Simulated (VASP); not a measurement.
# Hf3N4 (I-43d) in VASP: single point with PBE

Aim: the single point of Hf3N4 with PBE.

Program: VASP 6.6.1. These are calculated values, not measurements. Logs are shortened: lines on timing, memory, paths and dates and some standing lists are left out, and cuts for length are marked.

## 1. The cell of the first run

Symmetry: I-43d, No. 220, cubic system. Conventional cell: a = 6.707 Å, b = 6.707 Å, c = 6.707 Å, α = 90.00°, β = 90.00°, γ = 90.00°. Hf (site symmetry -4) has 8 N at 2.19 to 2.46 Å within 2.9 Å. N (site symmetry 3) has 6 Hf at 2.19 to 2.46 Å and 5 N at 2.63 to 2.90 Å within 3.0 Å.

## 2. Single point, PBE, non-collinear spin, zero start, spin-orbit coupling

INCAR reads:

```
SYSTEM = Hf3N4
  ALGO = Normal
  EDIFF = 1E-6
  ENCUT = 600
  GGA = PE
  GGA_COMPAT = .False.
  ISIF = 2
  ISMEAR = -1
  KPAR = 4
  LASPH = .True.
  LCHARG = .True.
  LMAXMIX = 4
  LORBIT = 11
  LORBMOM = .True.
  LREAL = .False.
  LSORBIT = .True.
  LVHAR = .True.
  LWAVE = .False.
  MAGMOM = 0 0 0 0 0 0 0 0 0 0 0 0 0 0 0 0 0 0 0 0 0 0 0 0 0 0 0 0 0 0 0 0 0 0 0 0 0 0 0 0 0 0
  NBANDS = 124
  NELM = 200
  PREC = Accurate
  SIGMA = 0.02
```

KPOINTS reads:

```
k-points
0
Gamma
  6 6 6
  0 0 0
```

POSCAR reads:

```
Hf3N4
1.0
   -3.3537216033      3.3537216033      3.3537216033
    3.3537216033     -3.3537216033      3.3537216033
    3.3537216033      3.3537216033     -3.3537216033
Hf N
6 8
Direct
    0.8750000000      0.2500000000      0.1250000000
    0.1250000000      0.8750000000      0.2500000000
    0.3750000000      0.6250000000      0.7500000000
    0.2500000000      0.1250000000      0.8750000000
    0.7500000000      0.3750000000      0.6250000000
    0.6250000000      0.7500000000      0.3750000000
    0.5000000000      0.0000000000      0.6297269008
    0.1297269008      0.5000000000      0.0000000000
    0.3702730992      0.3702730992      0.3702730992
    0.0000000000      0.1297269008      0.5000000000
    0.8702730992      0.8702730992      0.8702730992
    0.0000000000      0.6297269008      0.5000000000
    0.5000000000      0.0000000000      0.1297269008
    0.6297269008      0.5000000000      0.0000000000
```

Potentials or basis: VASP PAW PBE potentials, release 64 (Hf_pv, N).

On the command line:

```console
$ cat potpaw_PBE.64/Hf_pv/POTCAR potpaw_PBE.64/N/POTCAR > POTCAR
$ mpirun -np 4 vasp_ncl > vasp.out
```

OUTCAR:

```text
SYSTEM = Hf3N4
   EDIFF = 1E-6
   ENCUT = 600
   GGA = PE
   ISIF = 2
   ISMEAR = -1
   LASPH = .True.
   LORBIT = 11
   LREAL = .False.
   LSORBIT = .True.
   NELM = 200
   PREC = Accurate

 ion  position               nearest neighbor table
   1  0.875  0.250  0.125-   8 2.19  11 2.19  12 2.19  13 2.19   7 2.46   9 2.46  10 2.46  14 2.46
                             3 3.14   2 3.14   4 3.14   5 3.14   5 3.14   4 3.14   3 3.14   2 3.14
   2  0.125  0.875  0.250-   7 2.19   8 2.19  10 2.19  11 2.19  14 2.46  12 2.46  13 2.46   9 2.46
                             4 3.14   6 3.14   5 3.14   4 3.14   1 3.14   5 3.14   6 3.14   1 3.14
   3  0.375  0.625  0.750-   9 2.19  12 2.19  13 2.19  14 2.19  10 2.46   7 2.46   8 2.46  11 2.46
                             5 3.14   6 3.14   1 3.14   6 3.14   4 3.14   4 3.14   1 3.14   5 3.14
   4  0.250  0.125  0.875-  10 2.19  11 2.19  13 2.19  14 2.19   8 2.46  12 2.46   9 2.46   7 2.46
                             2 3.14   3 3.14   1 3.14   6 3.14   1 3.14   2 3.14   3 3.14   6 3.14
   5  0.750  0.375  0.625-   7 2.19   8 2.19   9 2.19  12 2.19  11 2.46  10 2.46  13 2.46  14 2.46
                             2 3.14   1 3.14   3 3.14   6 3.14   1 3.14   6 3.14   2 3.14   3 3.14
   6  0.625  0.750  0.375-   7 2.19   9 2.19  10 2.19  14 2.19  11 2.46  12 2.46  13 2.46   8 2.46
                             3 3.14   5 3.14   4 3.14   5 3.14   2 3.14   3 3.14   4 3.14   2 3.14
   7  0.500  0.000  0.630-   2 2.19   5 2.19   6 2.19   4 2.46   1 2.46   3 2.46
   8  0.130  0.500  0.000-   1 2.19   2 2.19   5 2.19   4 2.46   3 2.46   6 2.46
   9  0.370  0.370  0.370-   3 2.19   5 2.19   6 2.19   4 2.46   2 2.46   1 2.46
  10  0.000  0.130  0.500-   2 2.19   4 2.19   6 2.19   3 2.46   5 2.46   1 2.46
  11  0.870  0.870  0.870-   1 2.19   2 2.19   4 2.19   3 2.46   5 2.46   6 2.46
  12  0.000  0.630  0.500-   1 2.19   3 2.19   5 2.19   4 2.46   2 2.46   6 2.46
  13  0.500  0.000  0.130-   1 2.19   3 2.19   4 2.19   2 2.46   5 2.46   6 2.46
  14  0.630  0.500  0.000-   3 2.19   4 2.19   6 2.19   2 2.46   5 2.46   1 2.46

  LATTYP: Found a body centered cubic cell.
 ALAT       =     6.7074432066

  Lattice vectors:

 A1 = (  -3.3537216033,   3.3537216033,   3.3537216033)
 A2 = (   3.3537216033,  -3.3537216033,   3.3537216033)
 A3 = (   3.3537216033,   3.3537216033,  -3.3537216033)

Analysis of symmetry for initial positions (statically):
=====================================================================
 Subroutine PRICEL returns:
 Original cell was already a primitive cell.

 Routine SETGRP: Setting up the symmetry group for a
 body centered cubic supercell.

 Subroutine GETGRP returns: Found 24 space group operations
 (whereof  3 operations were pure point group operations)
 out of a pool of 48 trial point group operations.

The static configuration has the point symmetry C_3 .
 The point group associated with its full space group is T_d .

Analysis of symmetry for dynamics (positions and initial velocities):
=====================================================================
 Subroutine PRICEL returns:
 Original cell was already a primitive cell.

 Routine SETGRP: Setting up the symmetry group for a
 body centered cubic supercell.

 Subroutine GETGRP returns: Found 24 space group operations
 (whereof  3 operations were pure point group operations)
 out of a pool of 48 trial point group operations.

The dynamic configuration has the point symmetry C_3 .
 The point group associated with its full space group is T_d .

Analysis of structural, dynamic, and magnetic symmetry:
=====================================================================
 Subroutine PRICEL returns:
 Original cell was already a primitive cell.

 Routine SETGRP: Setting up the symmetry group for a
 body centered cubic supercell.

 Subroutine GETGRP returns: Found 24 space group operations
 (whereof  3 operations were pure point group operations)
 out of a pool of 48 trial point group operations.

The overall configuration has the point symmetry C_3 .
 The point group associated with its full space group is T_d .

 Subroutine INISYM returns: Found 24 space group operations
 (whereof  3 operations are pure point group operations),
 and found     1 'primitive' translations

----------------------------------------------------------------------------------------

                                     Primitive cell

  volume of cell :     150.8832

  direct lattice vectors                    reciprocal lattice vectors
    -3.353721603  3.353721603  3.353721603     0.000000000  0.149088105  0.149088105
     3.353721603 -3.353721603  3.353721603     0.149088105  0.000000000  0.149088105
     3.353721603  3.353721603 -3.353721603     0.149088105  0.149088105  0.000000000

[... 2735 lines left out ...]
  free  energy   TOTEN  =      -152.4647613939 eV

  energy  without entropy=     -152.4647613939  energy(sigma->0) =     -152.46476139

 orbital moment (x)

 # of ion     p       d       tot
 ----------------------------------------
  1        -0.000   0.000  -0.000
  2         0.000  -0.000   0.000
  3        -0.000   0.000  -0.000
  4        -0.000  -0.000  -0.000
  5         0.000   0.000   0.000
  6        -0.000  -0.000  -0.000
  7        -0.000   0.000  -0.000
  8        -0.000   0.000  -0.000
  9        -0.000   0.000  -0.000
 10         0.000   0.000   0.000
 11         0.000   0.000   0.000
 12        -0.000   0.000  -0.000
 13         0.000   0.000   0.000
 14         0.000   0.000   0.000
 ----------------------------------------
           -0.000   0.000  -0.000

 orbital moment (y)

 # of ion     p       d       tot
 ----------------------------------------
  1        -0.000  -0.000  -0.000
  2         0.000   0.000   0.000
  3        -0.000   0.000  -0.000
  4         0.000   0.000   0.000
  5         0.000  -0.000   0.000
  6         0.000   0.000   0.000
  7        -0.000   0.000  -0.000
  8         0.000   0.000   0.000
  9        -0.000   0.000  -0.000
 10        -0.000   0.000  -0.000
 11         0.000   0.000   0.000
 12         0.000   0.000   0.000
 13         0.000   0.000   0.000
 14        -0.000   0.000  -0.000
 ----------------------------------------
           -0.000   0.000   0.000

 orbital moment (z)

 # of ion     p       d       tot
 ----------------------------------------
  1         0.000   0.000   0.000
  2        -0.000  -0.000  -0.000
  3         0.000   0.000   0.000
  4         0.000   0.000   0.000
  5         0.000   0.000   0.000
  6         0.000   0.000   0.000
  7         0.000   0.000   0.000
  8         0.000   0.000   0.000
  9        -0.000   0.000  -0.000
 10         0.000   0.000   0.000
 11         0.000   0.000   0.000
 12        -0.000   0.000  -0.000
 13        -0.000   0.000  -0.000
 14        -0.000   0.000  -0.000
 ----------------------------------------
            0.000   0.000   0.000

 Spin-Orbit-Coupling matrix elements

 Ion:    1  E_soc:     -1.2691604
 l=   1
     0.0000000    -0.2070715    -0.2070715
    -0.2070715     0.0000000    -0.2050795
    -0.2070715    -0.2050795     0.0000000
 l=   2
     0.0000000    -0.0009485     0.0000000    -0.0009894    -0.0040076
    -0.0009485     0.0000000    -0.0030345    -0.0009894    -0.0009731
     0.0000000    -0.0030345     0.0000000    -0.0033115     0.0000000
    -0.0009894    -0.0009894    -0.0033115     0.0000000    -0.0011038
    -0.0040076    -0.0009731     0.0000000    -0.0011038     0.0000000
 l=   3
     0.0000000     0.0000000     0.0000000     0.0000000     0.0000000     0.0000000     0.0000000
     0.0000000     0.0000000     0.0000000     0.0000000     0.0000000     0.0000000     0.0000000
     0.0000000     0.0000000     0.0000000     0.0000000     0.0000000     0.0000000     0.0000000
     0.0000000     0.0000000     0.0000000     0.0000000     0.0000000     0.0000000     0.0000000
[... 249 lines left out ...]
 l=   2
     0.0000000     0.0000000     0.0000000     0.0000000     0.0000000
     0.0000000     0.0000000     0.0000000     0.0000000     0.0000000
     0.0000000     0.0000000     0.0000000     0.0000000     0.0000000
     0.0000000     0.0000000     0.0000000     0.0000000     0.0000000
     0.0000000     0.0000000     0.0000000     0.0000000     0.0000000
 l=   3
     0.0000000     0.0000000     0.0000000     0.0000000     0.0000000     0.0000000     0.0000000
     0.0000000     0.0000000     0.0000000     0.0000000     0.0000000     0.0000000     0.0000000
     0.0000000     0.0000000     0.0000000     0.0000000     0.0000000     0.0000000     0.0000000
     0.0000000     0.0000000     0.0000000     0.0000000     0.0000000     0.0000000     0.0000000
     0.0000000     0.0000000     0.0000000     0.0000000     0.0000000     0.0000000     0.0000000
     0.0000000     0.0000000     0.0000000     0.0000000     0.0000000     0.0000000     0.0000000
     0.0000000     0.0000000     0.0000000     0.0000000     0.0000000     0.0000000     0.0000000

 total charge

# of ion       s       p       d       tot
------------------------------------------
    1        0.311   6.665   1.608   8.584
    2        0.311   6.665   1.608   8.584
    3        0.311   6.665   1.608   8.584
    4        0.311   6.665   1.608   8.584
    5        0.311   6.665   1.608   8.584
    6        0.311   6.665   1.608   8.584
    7        1.242   2.492   0.000   3.735
    8        1.242   2.492   0.000   3.735
    9        1.242   2.492   0.000   3.735
   10        1.242   2.492   0.000   3.735
   11        1.242   2.492   0.000   3.735
   12        1.242   2.492   0.000   3.735
   13        1.242   2.492   0.000   3.735
   14        1.242   2.492   0.000   3.735
--------------------------------------------------
tot         11.804  59.929   9.650  81.383

 magnetization (x)

# of ion       s       p       d       tot
------------------------------------------
    1       -0.000  -0.000  -0.000  -0.000
    2        0.000  -0.000  -0.000  -0.000
    3        0.000   0.000   0.000   0.000
    4       -0.000  -0.000   0.000  -0.000
    5        0.000   0.000  -0.000   0.000
    6        0.000  -0.000   0.000  -0.000
    7       -0.000  -0.000   0.000  -0.000
    8       -0.000  -0.000   0.000  -0.000
    9       -0.000  -0.000   0.000  -0.000
   10        0.000   0.000   0.000   0.000
   11        0.000   0.000   0.000   0.000
   12       -0.000  -0.000   0.000  -0.000
   13        0.000   0.000   0.000   0.000
   14        0.000   0.000   0.000   0.000
--------------------------------------------------
tot         -0.000  -0.000  -0.000  -0.000

 magnetization (y)

# of ion       s       p       d       tot
------------------------------------------
    1       -0.000  -0.000   0.000  -0.000
    2        0.000   0.000  -0.000   0.000
    3        0.000  -0.000   0.000   0.000
    4       -0.000   0.000   0.000   0.000
    5        0.000  -0.000   0.000  -0.000
    6        0.000   0.000  -0.000   0.000
    7       -0.000  -0.000   0.000  -0.000
    8        0.000   0.000   0.000   0.000
    9       -0.000  -0.000   0.000  -0.000
   10       -0.000  -0.000   0.000  -0.000
   11        0.000   0.000   0.000   0.000
   12        0.000   0.000   0.000   0.000
   13        0.000   0.000   0.000   0.000
   14       -0.000  -0.000   0.000  -0.000
--------------------------------------------------
tot          0.000   0.000   0.000   0.000

 magnetization (z)

# of ion       s       p       d       tot
------------------------------------------
    1        0.000  -0.000  -0.000  -0.000
    2       -0.000  -0.000   0.000  -0.000
    3        0.000   0.000  -0.000   0.000
    4       -0.000   0.000  -0.000  -0.000
    5        0.000   0.000   0.000   0.000
    6        0.000   0.000  -0.000   0.000
    7        0.000   0.000   0.000   0.000
    8        0.000   0.000   0.000   0.000
    9       -0.000  -0.000   0.000  -0.000
   10        0.000   0.000   0.000   0.000
   11        0.000   0.000   0.000   0.000
   12       -0.000  -0.000   0.000  -0.000
   13       -0.000  -0.000   0.000  -0.000
   14       -0.000  -0.000   0.000  -0.000
--------------------------------------------------
tot          0.000   0.000  -0.000   0.000
```

Wall time 4.2 min (4 MPI ranks of AMD EPYC 9R45 (Zen 5), shared host); peak memory 1.2 GiB.

What came out:

```
Free energy                                           : -152.4648 eV
Pressure                                              : 1.6 GPa
Largest force                                         : 0.122 eV/Å
Net moment                                            : 0.00 μB per cell
Valence electrons inside the program's atomic spheres : Hf 8.58; N 3.73
```

Forces in eV/Å, atoms in the order of the input:
```
Hf   0.000  0.000  0.000
Hf   0.000  0.000  0.000
Hf   0.000  0.000  0.000
Hf   0.000  0.000  0.000
Hf   0.000  0.000  0.000
Hf   0.000  0.000  0.000
N    0.071  0.071 -0.071
N   -0.071  0.071  0.071
N   -0.071 -0.071 -0.071
N    0.071 -0.071  0.071
N   -0.071 -0.071 -0.071
N    0.071 -0.071  0.071
N    0.071  0.071 -0.071
N   -0.071  0.071  0.071
```

Moments on the atoms (μB; x, y, z):
```
Hf  0.00 0.00 0.00
Hf  0.00 0.00 0.00
Hf  0.00 0.00 0.00
Hf  0.00 0.00 0.00
Hf  0.00 0.00 0.00
Hf  0.00 0.00 0.00
N   0.00 0.00 0.00
N   0.00 0.00 0.00
N   0.00 0.00 0.00
N   0.00 0.00 0.00
N   0.00 0.00 0.00
N   0.00 0.00 0.00
N   0.00 0.00 0.00
N   0.00 0.00 0.00
```
